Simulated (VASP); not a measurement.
# Cr (Fm-3m) in VASP: a series of runs, part 2 of 3

VASP 6.6.1. The steps go on from the part before.

## (3) Single point, PBEsol, collinear spin, ferromagnetic start (10.08 Å³/atom)

This run uses another cell than the first one, of 10.08 Å³/atom.

Input file INCAR:

```
  PREC = Accurate
  ENCUT = 520
  EDIFF = 1E-6
  ISMEAR = -1
  SIGMA = 0.05
  LREAL = F
  LASPH = T
  NELM = 150
  ALGO = Normal
  ISIF = 2
  LWAVE = F
  LCHARG = T
  ISPIN = 2
  MAGMOM = 1.5
  LORBIT = 11
  LMAXMIX = 4
  GGA = PS
  LELF = T
  LVHAR = T
  NBANDS = 16
```

Input file KPOINTS:

```
regular mesh
0
Gamma
  17 17 17
```

Input file POSCAR:

```
Cr
1.0
    0.0000000000      1.7146320907      1.7146320907
    1.7146320907      0.0000000000      1.7146320907
    1.7146320907      1.7146320907      0.0000000000
Cr
1
Direct
    0.0000000000      0.0000000000      0.0000000000
```

Potentials or basis: VASP PAW PBE potentials, release 64 (Cr_pv).

Command:

```console
> cat potpaw_PBE.64/Cr_pv/POTCAR > POTCAR
> mpirun -np 1 vasp_std > vasp.out
```

OUTCAR:

```text
PREC = Accurate
   ENCUT = 520
   EDIFF = 1E-6
   ISMEAR = -1
   LREAL = F
   LASPH = T
   NELM = 150
   ISIF = 2
   ISPIN = 2
   LORBIT = 11
   GGA = PS

 ion  position               nearest neighbor table
   1  0.000  0.000  0.000-

  LATTYP: Found a face centered cubic cell.
 ALAT       =     3.4292641814

  Lattice vectors:

 A1 = (   0.0000000000,   1.7146320907,   1.7146320907)
 A2 = (   1.7146320907,   0.0000000000,   1.7146320907)
 A3 = (   1.7146320907,   1.7146320907,   0.0000000000)

Analysis of symmetry for initial positions (statically):
=====================================================================
 Subroutine PRICEL returns:
 Original cell was already a primitive cell.

 Routine SETGRP: Setting up the symmetry group for a
 face centered cubic supercell.

 Subroutine GETGRP returns: Found 48 space group operations
 (whereof 48 operations were pure point group operations)
 out of a pool of 48 trial point group operations.

The static configuration has the point symmetry O_h .

Analysis of symmetry for dynamics (positions and initial velocities):
=====================================================================
 Subroutine PRICEL returns:
 Original cell was already a primitive cell.

 Routine SETGRP: Setting up the symmetry group for a
 face centered cubic supercell.

 Subroutine GETGRP returns: Found 48 space group operations
 (whereof 48 operations were pure point group operations)
 out of a pool of 48 trial point group operations.

The dynamic configuration has the point symmetry O_h .

Analysis of structural, dynamic, and magnetic symmetry:
=====================================================================
 Subroutine PRICEL returns:
 Original cell was already a primitive cell.

 Routine SETGRP: Setting up the symmetry group for a
 face centered cubic supercell.

 Subroutine GETGRP returns: Found 48 space group operations
 (whereof 48 operations were pure point group operations)
 out of a pool of 48 trial point group operations.

The overall configuration has the point symmetry O_h .

 Subroutine INISYM returns: Found 48 space group operations
 (whereof 48 operations are pure point group operations),
 and found     1 'primitive' translations

----------------------------------------------------------------------------------------

                                     Primitive cell

  volume of cell :      10.0819

  direct lattice vectors                    reciprocal lattice vectors
     0.000000000  1.714632091  1.714632091    -0.291607746  0.291607746  0.291607746
     1.714632091  0.000000000  1.714632091     0.291607746 -0.291607746  0.291607746
     1.714632091  1.714632091  0.000000000     0.291607746  0.291607746 -0.291607746

  length of vectors
     2.424855957  2.424855957  2.424855957     0.505079433  0.505079433  0.505079433

  position of ions in fractional coordinates (direct lattice)
     0.000000000  0.000000000  0.000000000

  ion indices of the primitive-cell ions
   primitive index   ion index
                 1           1

----------------------------------------------------------------------------------------
[... 56 lines left out ...]
   dimension x,y,z NGXF=    36 NGYF=   36 NGZF=   36
   ions per type =               1
   NGX,Y,Z   is equivalent  to a cutoff of  12.34, 12.34, 12.34 a.u.
   NGXF,Y,Z  is equivalent  to a cutoff of  24.68, 24.68, 24.68 a.u.
 SYSTEM =  unknown system
   PREC   = accura    normal or accurate (medium, high low for compatibility)
   ISTART =      0    job   : 0-new  1-cont  2-samecut
   ICHARG =      2    charge: 1-file 2-atom 10-const
   ISPIN  =      2    spin polarized calculation?
   LNONCOLLINEAR =      F non collinear calculations
   LSORBIT =      F    spin-orbit coupling
   LASPH  =      T    aspherical Exc in radial PAW
   ENCUT  =  520.0 eV  38.22 Ry    6.18 a.u.   4.51  4.51  4.51*2*pi/ulx,y,z
   NELM   =    150;   NELMIN=  2; NELMDL= -5     # of ELM steps
   EDIFF  = 0.1E-05   stopping-criterion for ELM
   LREAL  =      F    real-space projection
   EDIFFG = 0.1E-04   stopping-criterion for IOM
   NSW    =      0    number of steps for IOM
   IBRION =     -1    ionic relax: 0-MD 1-quasi-New 2-CG
   NFREE  =      0    steps in history (QN), initial steepest desc. (CG)
   ISIF   =      2    stress and relaxation
   ISYM   =      2    0-nonsym 1-usesym 2-fastsym
   POTIM  = 0.5000    time-step for ionic-motion
   TEBEG  =    0.0;   TEEND  =   0.0 temperature during run
   PSTRESS=    0.0 pullay stress
   NELECT =      12.0000    total number of electrons
   NUPDOWN=      -1.0000    fix difference up-down
   EMIN   =  10.00;   EMAX   =-10.00  energy-range for DOS
   EFERMI =   0.00;   METHOD = LEGACY
   ISMEAR =    -1;   SIGMA  =   0.05  broadening in eV -4-tet -1-fermi 0-gaus
   EFERMI_NEDOS =   21; number of points for ismear=-14 and -15
   IALGO  =     38    algorithm
   IMIX   =      4    mixing-type and parameters
     AMIX     =   0.40;   BMIX     =  1.00
     AMIX_MAG =   1.60;   BMIX_MAG =  1.00
  volume/ion in A,a.u.               =      10.08        68.04
  Fermi-wavevector in a.u.,A,eV,Ry     =   1.734953  3.278585 40.954363  3.010061
  Thomas-Fermi vector in A             =   2.808651
   LORBIT       =     11    0 simple, 1 ext, 2 COOP (PROOUT), +10 PAW based schemes
   GGA     = PS    functional components
   LHFCALC =     F    Hartree Fock is set to
   AEXX    =    0.0000 exact exchange contribution
   IVDW    =     0    specifies the selected vdW correction
   LEPSILON=     F    determine dielectric tensor
   LRPA    =     F    only Hartree local field effects (RPA)
 spin polarized calculation
  energy-cutoff  :      520.00
  volume of cell :       10.08
 maximum number of plane-waves:       290
 NGX is ok and might be reduce to    18
   NGX =  9   NGY =  9   NGZ =  9

 number of electron      12.0000009 magnetization      -0.0049447

 number of electron      12.0000009 magnetization       0.0006553

 Free energy of the ion-electron system (eV)
  ---------------------------------------------------
  ext. energy  EPLUGINS =         0.00000000
  ---------------------------------------------------
  free energy    TOTEN  =        -9.67931272 eV

  energy without entropy =       -9.66703345  energy(sigma->0) =       -9.67317308

 E-fermi :  12.5695     XC(G=0): -14.6344

 val. band max:       12.5691516249   @ k =   0.1765   0.1176   0.0000
 cond. band min:      12.5697092009   @ k =   0.1765   0.1176   0.0000
 fundamental gap:      0.0005575760
 Fermi energy:        12.5694895583

 spin component 1

 k-point     1 :       0.0000    0.0000    0.0000
  band No.  band energies     occupation
      1     -29.3033      1.00000
      2     -29.3033      1.00000
      3     -29.3033      1.00000
      4       4.5594      1.00000
      5      12.0038      0.99999
      6      12.0038      0.99999
[... 435 lines left out ...]
      5      11.5076      1.00000
      6      12.3226      0.99288
[... 8 lines left out ...]
     15      44.7678      0.00000
     16      47.3245      0.00000

 [... further k-points ...]

 spin component 2

 k-point     1 :       0.0000    0.0000    0.0000
  band No.  band energies     occupation
      1     -29.3025      1.00000
      2     -29.3025      1.00000
      3     -29.3025      1.00000
      4       4.5597      1.00000
      5      12.0043      0.99999
      6      12.0043      0.99999
[... 435 lines left out ...]
      5      11.5081      1.00000
      6      12.3232      0.99280
[... 8 lines left out ...]
     15      44.7682      0.00000
     16      47.3248      0.00000

 [... further k-points ...]

------------------------ aborting loop because EDIFF is reached ----------------------------------------

  FORCE on cell =-STRESS in cart. coord.  units (eV):
  Direction    XX          YY          ZZ          XY          YZ          ZX
  --------------------------------------------------------------------------------------
  -------------------------------------------------------------------------------------
  Total        2.6689039      2.6689039      2.6689039      0.0000000      0.0000000      0.0000000
  in kB      424.1316466    424.1316466    424.1316466      0.0000000      0.0000000      0.0000000
  external PRESSURE =     424.1316466 kB  Pullay stress =       0.0000000 kB

 VOLUME and BASIS-vectors are now :
 -----------------------------------------------------------------------------
  energy-cutoff  :      520.00
  volume of cell :       10.08
      direct lattice vectors                 reciprocal lattice vectors
     0.000000000  1.714632091  1.714632091    -0.291607746  0.291607746  0.291607746
     1.714632091  0.000000000  1.714632091     0.291607746 -0.291607746  0.291607746
     1.714632091  1.714632091  0.000000000     0.291607746  0.291607746 -0.291607746

 POSITION                                       TOTAL-FORCE (eV/Angst)
 -----------------------------------------------------------------------------------
      0.00000      0.00000      0.00000        -0.000000      0.000000     -0.000000
 -----------------------------------------------------------------------------------
    total drift:                                0.000000     -0.000000     -0.000000

  FREE ENERGIE OF THE ION-ELECTRON SYSTEM (eV)
  ---------------------------------------------------
  free  energy   TOTEN  =        -9.6793127201 eV

  energy  without entropy=       -9.6670334463  energy(sigma->0) =       -9.67317308

 total charge

# of ion       s       p       d       tot
------------------------------------------
    1        0.493   6.477   4.434  11.404

 magnetization (x)

# of ion       s       p       d       tot
------------------------------------------
    1        0.000   0.000   0.000   0.000
```

Wall time 26 s (1 thread of Intel Xeon 6975P-C (Granite Rapids), shared host); peak memory 0.15 GiB.

Results:

```
Free energy                                           : -9.6793 eV
Pressure                                              : 42.4 GPa
Band gap on the k mesh                                : zero (filled and empty bands overlap)
Net moment                                            : 0.00 μB per cell
Valence electrons inside the program's atomic spheres : Cr 11.40
```

Caveat: the cell stands under pressure; an empty level that is flat over the whole mesh can mark a ghost state of the potentials, or a narrow d or f band; the PAW data sets were made with another functional, which shifts forces and pressure a little.

## (4) Single point, PBEsol, collinear spin, ferromagnetic start (10.54 Å³/atom)

This run uses another cell than the first one, of 10.54 Å³/atom.

Input file INCAR:

```
SYSTEM = Cr
PREC = Accurate ; ENCUT = 520
EDIFF = 1E-7 ; ISMEAR = -1
SIGMA = 0.05 ; LREAL = .False.
LASPH = .True. ; NELM = 150
ALGO = Normal ; ISIF = 2
LWAVE = .False. ; LCHARG = .False.
ISPIN = 2 ; MAGMOM = 1.5
LORBIT = 11 ; LMAXMIX = 4
GGA = PS ; NBANDS = 16
```

Input file KPOINTS:

```
Automatic mesh
0
Gamma
  17 17 17
  0 0 0
```

Input file POSCAR:

```
Cr
1.0
    0.0000000000      1.7402273879      1.7402273879
    1.7402273879      0.0000000000      1.7402273879
    1.7402273879      1.7402273879      0.0000000000
Cr
1
Direct
    0.0000000000      0.0000000000      0.0000000000
```

Potentials or basis: VASP PAW PBE potentials, release 64 (Cr_pv).

Command:

```console
> cat potpaw_PBE.64/Cr_pv/POTCAR > POTCAR
> mpirun -np 1 vasp_std > vasp.out
```

OUTCAR:

```text
SYSTEM = Cr
   PREC = Accurate
   ENCUT = 520
   EDIFF = 1E-7
   ISMEAR = -1
   LREAL = .False.
   LASPH = .True.
   NELM = 150
   ISIF = 2
   ISPIN = 2
   LORBIT = 11
   GGA = PS

 ion  position               nearest neighbor table
   1  0.000  0.000  0.000-

  LATTYP: Found a face centered cubic cell.
 ALAT       =     3.4804547758

  Lattice vectors:

 A1 = (   0.0000000000,   1.7402273879,   1.7402273879)
 A2 = (   1.7402273879,   0.0000000000,   1.7402273879)
 A3 = (   1.7402273879,   1.7402273879,   0.0000000000)

Analysis of symmetry for initial positions (statically):
=====================================================================
 Subroutine PRICEL returns:
 Original cell was already a primitive cell.

 Routine SETGRP: Setting up the symmetry group for a
 face centered cubic supercell.

 Subroutine GETGRP returns: Found 48 space group operations
 (whereof 48 operations were pure point group operations)
 out of a pool of 48 trial point group operations.

The static configuration has the point symmetry O_h .

Analysis of symmetry for dynamics (positions and initial velocities):
[... 636 lines left out ...]

 [... further k-points ...]

 spin component 2

 k-point     1 :       0.0000    0.0000    0.0000
  band No.  band energies     occupation
      1     -30.0863      1.00000
      2     -30.0863      1.00000
      3     -30.0863      1.00000
      4       3.9943      1.00000
      5      11.3675      0.99997
      6      11.3675      0.99997
[... 435 lines left out ...]
      5      10.9009      1.00000
      6      11.6683      0.98764
[... 8 lines left out ...]
     15      43.1164      0.00000
     16      45.5266      0.00000

 [... further k-points ...]

------------------------ aborting loop because EDIFF is reached ----------------------------------------

  FORCE on cell =-STRESS in cart. coord.  units (eV):
  Direction    XX          YY          ZZ          XY          YZ          ZX
  --------------------------------------------------------------------------------------
  -------------------------------------------------------------------------------------
  Total        1.6484680      1.6484680      1.6484680      0.0000000     -0.0000000      0.0000000
  in kB      250.5780940    250.5780940    250.5780940      0.0000000     -0.0000000      0.0000000
  external PRESSURE =     250.5780940 kB  Pullay stress =       0.0000000 kB

 VOLUME and BASIS-vectors are now :
 -----------------------------------------------------------------------------
  energy-cutoff  :      520.00
  volume of cell :       10.54
      direct lattice vectors                 reciprocal lattice vectors
     0.000000000  1.740227388  1.740227388    -0.287318774  0.287318774  0.287318774
     1.740227388  0.000000000  1.740227388     0.287318774 -0.287318774  0.287318774
     1.740227388  1.740227388  0.000000000     0.287318774  0.287318774 -0.287318774

 POSITION                                       TOTAL-FORCE (eV/Angst)
 -----------------------------------------------------------------------------------
      0.00000      0.00000      0.00000         0.000000      0.000000     -0.000000
 -----------------------------------------------------------------------------------
    total drift:                               -0.000000      0.000000      0.000000

  FREE ENERGIE OF THE ION-ELECTRON SYSTEM (eV)
  ---------------------------------------------------
  free  energy   TOTEN  =        -9.7753168891 eV

  energy  without entropy=       -9.7623859097  energy(sigma->0) =       -9.76885140

 total charge

# of ion       s       p       d       tot
------------------------------------------
    1        0.476   6.448   4.362  11.286

 magnetization (x)

# of ion       s       p       d       tot
------------------------------------------
    1        0.000   0.000   0.000   0.000
```

Wall time 28 s (1 thread of Intel Xeon 6975P-C (Granite Rapids), shared host); peak memory 0.16 GiB.

Results:

```yaml
Free_energy: -9.7753 eV
Pressure: 25.1 GPa
Band_gap_on_the_k_mesh: zero (filled and empty bands overlap)
Net_moment: 0.00 μB per cell
Valence_electrons_inside_the_program's_atomic_spheres: Cr 11.29
```

Caveat: the cell stands under pressure; an empty level that is flat over the whole mesh can mark a ghost state of the potentials, or a narrow d or f band; the PAW data sets were made with another functional, which shifts forces and pressure a little.

(Part 2 of 3 ends here.)
